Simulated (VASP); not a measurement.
# Sb (Pmma) in VASP: a series of runs

The runs below take Sb through single point, with PBE.

All numbers are computed with VASP 6.6.1; they aren't measurements. Logs are shortened: lines on timing, memory, paths and dates and some standing lists are left out, and cuts for length are marked.

**1. The cell of the first run**

The structure is orthorhombic, space group Pmma (No. 51). Conventional cell: a = 13.171 Å, b = 4.394 Å, c = 4.710 Å, α = 90.00°, β = 90.00°, γ = 90.00°. Within 3.9 Å of Sb (site symmetry m) lie 6 Sb at 2.95 to 3.76 Å. Sb (site symmetry m) has 6 Sb at 2.90 to 3.69 Å within 3.8 Å.

**2. Single point, PBE (34.07 Å³/atom)**

Contents of INCAR:

```
ALGO = Normal ; EDIFF = 1E-7
ENCUT = 520 ; GGA = PE
ISIF = 2 ; ISMEAR = 0
LASPH = T ; LCHARG = F
LREAL = F ; LWAVE = F
NBANDS = 30 ; NELM = 80
PREC = Accurate ; SIGMA = 0.1
```

Contents of KPOINTS:

```
k-points
0
Gamma
  4 8 8
```

Contents of POSCAR:

```
Sb
1.0
   13.1714567186      0.0000000000      0.0000000000
    0.0000000000      4.3939431856      0.0000000000
    0.0000000000      0.0000000000      4.7095803596
Sb
8
Direct
    0.8621311869      0.0000000000      0.1030992279
    0.1097804016      0.5000000000      0.4812638068
    0.3621311869      0.0000000000      0.8969007721
    0.6097804016      0.5000000000      0.5187361932
    0.8902195984      0.5000000000      0.5187361932
    0.1378688131      0.0000000000      0.8969007721
    0.3902195984      0.5000000000      0.4812638068
    0.6378688131      0.0000000000      0.1030992279
```

Potentials or basis: VASP PAW PBE potentials, release 64 (Sb).

Run with:

```console
$ cat potpaw_PBE.64/Sb/POTCAR > POTCAR
$ mpirun -np 1 vasp_std > vasp.out
```

OUTCAR:

```text
EDIFF = 1E-7
   ENCUT = 520
   GGA = PE
   ISIF = 2
   ISMEAR = 0
   LASPH = T
   LREAL = F
   NELM = 80
   PREC = Accurate

 ion  position               nearest neighbor table
   1  0.862  0.000  0.103-   8 2.95   5 2.97   5 2.97   5 3.54   5 3.54   6 3.76
   2  0.110  0.500  0.481-   5 2.90   6 2.97   6 2.97   6 3.54   6 3.54   7 3.69
   3  0.362  0.000  0.897-   6 2.95   7 2.97   7 2.97   7 3.54   7 3.54   8 3.76
   4  0.610  0.500  0.519-   7 2.90   8 2.97   8 2.97   8 3.54   8 3.54   5 3.69
   5  0.890  0.500  0.519-   2 2.90   1 2.97   1 2.97   1 3.54   1 3.54   4 3.69
   6  0.138  0.000  0.897-   3 2.95   2 2.97   2 2.97   2 3.54   2 3.54   1 3.76
   7  0.390  0.500  0.481-   4 2.90   3 2.97   3 2.97   3 3.54   3 3.54   2 3.69
   8  0.638  0.000  0.103-   1 2.95   4 2.97   4 2.97   4 3.54   4 3.54   3 3.76

  LATTYP: Found a simple orthorhombic cell.
 ALAT       =     4.3939431856
 B/A-ratio  =     1.0718346052
 C/A-ratio  =     2.9976392871

  Lattice vectors:

 A1 = (   0.0000000000,   4.3939431856,   0.0000000000)
 A2 = (   0.0000000000,   0.0000000000,   4.7095803596)
 A3 = (  13.1714567186,   0.0000000000,   0.0000000000)

Analysis of symmetry for initial positions (statically):
=====================================================================
 Subroutine PRICEL returns:
 Original cell was already a primitive cell.

 Routine SETGRP: Setting up the symmetry group for a
 simple orthorhombic supercell.

 Subroutine GETGRP returns: Found  8 space group operations
 (whereof  4 operations were pure point group operations)
 out of a pool of  8 trial point group operations.

The static configuration has the point symmetry C_2h.
 The point group associated with its full space group is D_2h.

Analysis of symmetry for dynamics (positions and initial velocities):
=====================================================================
 Subroutine PRICEL returns:
 Original cell was already a primitive cell.

 Routine SETGRP: Setting up the symmetry group for a
 simple orthorhombic supercell.

 Subroutine GETGRP returns: Found  8 space group operations
 (whereof  4 operations were pure point group operations)
 out of a pool of  8 trial point group operations.

The dynamic configuration has the point symmetry C_2h.
 The point group associated with its full space group is D_2h.

 Subroutine INISYM returns: Found  8 space group operations
 (whereof  4 operations are pure point group operations),
 and found     1 'primitive' translations

[... 115 lines left out ...]
   TEBEG  =    0.0;   TEEND  =   0.0 temperature during run
   PSTRESS=    0.0 pullay stress
   NELECT =      40.0000    total number of electrons
   NUPDOWN=      -1.0000    fix difference up-down
   EMIN   =  10.00;   EMAX   =-10.00  energy-range for DOS
   EFERMI =   0.00;   METHOD = LEGACY
   ISMEAR =     0;   SIGMA  =   0.10  broadening in eV -4-tet -1-fermi 0-gaus
   EFERMI_NEDOS =   21; number of points for ismear=-14 and -15
   IALGO  =     38    algorithm
   IMIX   =      4    mixing-type and parameters
     AMIX     =   0.40;   BMIX     =  1.00
     AMIX_MAG =   1.60;   BMIX_MAG =  1.00
  volume/ion in A,a.u.               =      34.07       229.92
  Fermi-wavevector in a.u.,A,eV,Ry     =   0.863518  1.631812 10.145363  0.745663
  Thomas-Fermi vector in A             =   1.981479
   LORBIT       =      0    0 simple, 1 ext, 2 COOP (PROOUT), +10 PAW based schemes
   GGA     = PE    functional components
   LHFCALC =     F    Hartree Fock is set to
   AEXX    =    0.0000 exact exchange contribution
   IVDW    =     0    specifies the selected vdW correction
   LEPSILON=     F    determine dielectric tensor
   LRPA    =     F    only Hartree local field effects (RPA)
 non-spin polarized calculation
 Gauss-broadening in eV      SIGMA  =   0.10
  energy-cutoff  :      520.00
  volume of cell :      272.57
 maximum number of plane-waves:      7376
 NGX is ok and might be reduce to    98
   NGX = 49   NGY = 17   NGZ = 17

 number of electron      39.9999997 magnetization

 Free energy of the ion-electron system (eV)
  ---------------------------------------------------
  ext. energy  EPLUGINS =         0.00000000
  ---------------------------------------------------
  free energy    TOTEN  =       -32.88039700 eV

  energy without entropy =      -32.87552980  energy(sigma->0) =      -32.87796340

 E-fermi :   5.9798     XC(G=0):  -8.9776

 val. band max:        5.9655348152   @ k =   0.2500   0.5000   0.0000
 cond. band min:       5.9806634922   @ k =   0.0000   0.1250   0.2500
 fundamental gap:      0.0151286770
 Fermi energy:         5.9797611833

 k-point     1 :       0.0000    0.0000    0.0000
  band No.  band energies     occupation
      1      -6.1388      2.00000
      2      -5.4664      2.00000
      3      -5.3825      2.00000
      4      -4.1569      2.00000
      5      -2.2225      2.00000
      6      -0.8949      2.00000
[... 781 lines left out ...]
     29       9.2408      0.00000
     30       9.2408      0.00000

 [... further k-points ...]

------------------------ aborting loop because EDIFF is reached ----------------------------------------

  FORCE on cell =-STRESS in cart. coord.  units (eV):
  Direction    XX          YY          ZZ          XY          YZ          ZX
  --------------------------------------------------------------------------------------
  -------------------------------------------------------------------------------------
  Total       -1.6421156     -1.6661490     -1.6526939      0.0000000      0.0000000     -0.0000000
  in kB       -9.6525898     -9.7938615     -9.7147703      0.0000000      0.0000000     -0.0000000
  external PRESSURE =      -9.7204072 kB  Pullay stress =       0.0000000 kB

 VOLUME and BASIS-vectors are now :
 -----------------------------------------------------------------------------
  energy-cutoff  :      520.00
  volume of cell :      272.57
      direct lattice vectors                 reciprocal lattice vectors
    13.171456719  0.000000000  0.000000000     0.075921747  0.000000000  0.000000000
     0.000000000  4.393943186  0.000000000     0.000000000  0.227586011  0.000000000
     0.000000000  0.000000000  4.709580360     0.000000000  0.000000000  0.212333143

 POSITION                                       TOTAL-FORCE (eV/Angst)
 -----------------------------------------------------------------------------------
     11.35552      0.00000      0.48555         0.016747      0.000000     -0.027180
      1.44597      2.19697      2.26655         0.021659      0.000000     -0.031514
      4.76980      0.00000      4.22403         0.016747      0.000000      0.027180
      8.03170      2.19697      2.44303         0.021659     -0.000000      0.031514
     11.72549      2.19697      2.44303        -0.021659      0.000000      0.031514
      1.81593      0.00000      4.22403        -0.016747      0.000000      0.027180
      5.13976      2.19697      2.26655        -0.021659      0.000000     -0.031514
      8.40166      0.00000      0.48555        -0.016747     -0.000000     -0.027180
 -----------------------------------------------------------------------------------
    total drift:                               -0.000000      0.000000     -0.000000

  FREE ENERGIE OF THE ION-ELECTRON SYSTEM (eV)
  ---------------------------------------------------
  free  energy   TOTEN  =       -32.8803970045 eV

  energy  without entropy=      -32.8755297955  energy(sigma->0) =      -32.87796340
```

OSZICAR:

```text
N       E                     dE             d eps       ncg     rms          rms(c)
DAV:   1     0.190153694958E+03    0.19015E+03   -0.13102E+04  4500   0.104E+03
DAV:   2    -0.153912298569E+02   -0.20554E+03   -0.19896E+03  5388   0.168E+02
DAV:   3    -0.325258383434E+02   -0.17135E+02   -0.16658E+02  5502   0.516E+01
DAV:   4    -0.328933252022E+02   -0.36749E+00   -0.36546E+00  5608   0.785E+00
DAV:   5    -0.328992108844E+02   -0.58857E-02   -0.58837E-02  6108   0.120E+00    0.543E+00
DAV:   6    -0.328865765936E+02    0.12634E-01   -0.14334E-02  5450   0.611E-01    0.328E+00
DAV:   7    -0.328794724925E+02    0.71041E-02   -0.34618E-02  5060   0.911E-01    0.142E-01
DAV:   8    -0.328801565355E+02   -0.68404E-03   -0.16123E-03  5406   0.184E-01    0.592E-02
DAV:   9    -0.328803853023E+02   -0.22877E-03   -0.39386E-04  5282   0.865E-02    0.167E-02
DAV:  10    -0.328803906121E+02   -0.53098E-05   -0.30384E-05  5598   0.238E-02    0.631E-03
DAV:  11    -0.328803956596E+02   -0.50475E-05   -0.96252E-06  5204   0.124E-02    0.240E-03
DAV:  12    -0.328803965590E+02   -0.89944E-06   -0.92387E-07  5456   0.384E-03    0.111E-03
DAV:  13    -0.328803970014E+02   -0.44235E-06   -0.30009E-07  4512   0.233E-03    0.397E-04
DAV:  14    -0.328803970045E+02   -0.30907E-08   -0.28354E-08  3024   0.781E-04
   1 F= -.32880397E+02 E0= -.32877963E+02  d E =-.486721E-02
```

Run time: 6 min. Hardware: 1 thread of AMD EPYC 9R45 (Zen 5), shared host; peak memory 0.58 GiB.

Results:

| Item | Value |
| --- | --- |
| Free energy | -32.8804 eV |
| Pressure | -1.0 GPa |
| Largest force | 0.038 eV/Å |
| Band gap on the k mesh | zero (bands 20 and 21 overlap by 0.29 eV) |

Forces in eV/Å, atoms in the order of the input:
```
Sb   0.017  0.000 -0.027
Sb   0.022  0.000 -0.032
Sb   0.017  0.000  0.027
Sb   0.022  0.000  0.032
Sb  -0.022  0.000  0.032
Sb  -0.017  0.000  0.027
Sb  -0.022  0.000 -0.032
Sb  -0.017  0.000 -0.027
```

Levels at points of the mesh, in eV from the Fermi level:
```tsv
k point	band 16	band 17	band 18	band 19	band 20	band 21	band 22	band 23	band 24	band 25
(0.00, 0.00, 0.00)	-2.46	-2.19	-1.72	-1.68	-1.65	1.23	1.50	1.79	1.86	2.16
(0.50, 0.00, 0.00)	-2.13	-1.97	-1.97	-1.12	-1.12	0.94	0.94	1.48	1.48	2.29
(0.00, 0.50, 0.00)	-1.51	-1.39	-1.14	-0.67	-0.39	-0.25	-0.07	0.05	0.15	0.15
(0.50, 0.50, 0.00)	-1.81	-1.07	-1.07	-0.91	-0.91	0.12	0.12	0.24	0.24	0.89
(0.00, 0.00, 0.50)	-0.96	-0.68	-0.65	-0.63	-0.52	0.24	0.25	0.45	0.50	0.59
(0.50, 0.00, 0.50)	-1.26	-0.64	-0.64	-0.31	-0.31	0.43	0.43	0.48	0.48	0.77
(0.00, 0.50, 0.50)	-3.30	-3.28	-3.10	-1.46	-1.30	0.72	0.95	1.68	1.98	2.79
(0.50, 0.50, 0.50)	-3.67	-2.51	-2.51	-2.28	-2.28	1.54	1.54	2.33	2.33	2.52
```

Caveat: spin-orbit coupling is left out, which moves the levels of the heavy elements.

**3. Single point, PBE (35.36 Å³/atom)**

This run uses another cell than the first one, of 35.36 Å³/atom.

Contents of INCAR:

```
PREC     = Accurate       # precision mode
ENCUT    = 520            # plane-wave cutoff, eV
EDIFF    = 1E-6           # SCF threshold, eV
ISMEAR   = 0              # smearing method
SIGMA    = 0.1            # smearing width, eV
LREAL    = False          # projectors in reciprocal space
LASPH    = True           # aspherical terms in the spheres
NELM     = 100            # most SCF steps
ALGO     = Normal         # electronic algorithm
ISIF     = 2              # what is computed and relaxed
LWAVE    = False          # write WAVECAR
LCHARG   = True           # write CHGCAR
GGA      = PE             # functional
LELF     = True           # ELF
LVHAR    = True         
NBANDS   = 30             # bands
```

Contents of KPOINTS:

```
regular mesh
0
Gamma
  4 8 8
```

Contents of POSCAR:

```
Sb
1.0
   13.3222460383      0.0000000000      0.0000000000
    0.0000000000      4.3893844502      0.0000000000
    0.0000000000      0.0000000000      4.8370013321
Sb
8
Direct
    0.8610900944      0.0000000000      0.1230887005
    0.1087139406      0.5000000000      0.4749937699
    0.3610900944      0.0000000000      0.8769112995
    0.6087139406      0.5000000000      0.5250062301
    0.8912860594      0.5000000000      0.5250062301
    0.1389099056      0.0000000000      0.8769112995
    0.3912860594      0.5000000000      0.4749937699
    0.6389099056      0.0000000000      0.1230887005
```

Potentials or basis: VASP PAW PBE potentials, release 64 (Sb).

Run with:

```console
$ cat potpaw_PBE.64/Sb/POTCAR > POTCAR
$ mpirun -np 1 vasp_std > vasp.out
```

Wall time 5.8 min (1 thread of AMD EPYC 9R45 (Zen 5), shared host); peak memory 0.6 GiB.

It converged, with:

| Quantity | Value |
| --- | --- |
| Free energy | -32.7954 eV |
| Pressure | -1.4 GPa |
| Largest force | 0.044 eV/Å |
| Band gap on the k mesh | zero (bands 20 and 21 overlap by 0.25 eV) |

Forces in eV/Å, atoms in the order of the input:
```
Sb   0.011  0.000 -0.034
Sb   0.020  0.000 -0.039
Sb   0.011  0.000  0.034
Sb   0.020  0.000  0.039
Sb  -0.020  0.000  0.039
Sb  -0.011  0.000  0.034
Sb  -0.020  0.000 -0.039
Sb  -0.011  0.000 -0.034
```

Levels at points of the mesh, in eV from the Fermi level:
```csv
k point,band 16,band 17,band 18,band 19,band 20,band 21,band 22,band 23,band 24,band 25
"(0.00, 0.00, 0.00)",-2.44,-2.19,-1.70,-1.67,-1.58,1.02,1.37,1.70,1.74,1.97
"(0.50, 0.00, 0.00)",-2.10,-1.89,-1.89,-1.20,-1.20,0.93,0.93,1.34,1.34,2.13
"(0.00, 0.50, 0.00)",-1.73,-1.51,-1.20,-0.82,-0.56,-0.20,-0.04,0.14,0.15,0.29
"(0.50, 0.50, 0.00)",-1.89,-1.21,-1.21,-1.05,-1.05,0.18,0.18,0.25,0.25,0.95
"(0.00, 0.00, 0.50)",-1.02,-0.72,-0.66,-0.60,-0.44,0.26,0.47,0.51,0.54,0.58
"(0.50, 0.00, 0.50)",-1.32,-0.60,-0.60,-0.29,-0.29,0.41,0.41,0.70,0.70,0.75
"(0.00, 0.50, 0.50)",-3.20,-3.14,-2.96,-1.60,-1.39,0.72,1.06,1.67,2.02,2.48
"(0.50, 0.50, 0.50)",-3.52,-2.48,-2.48,-2.22,-2.22,1.41,1.41,2.28,2.28,2.42
```

Caveat: spin-orbit coupling is left out, which moves the levels of the heavy elements.
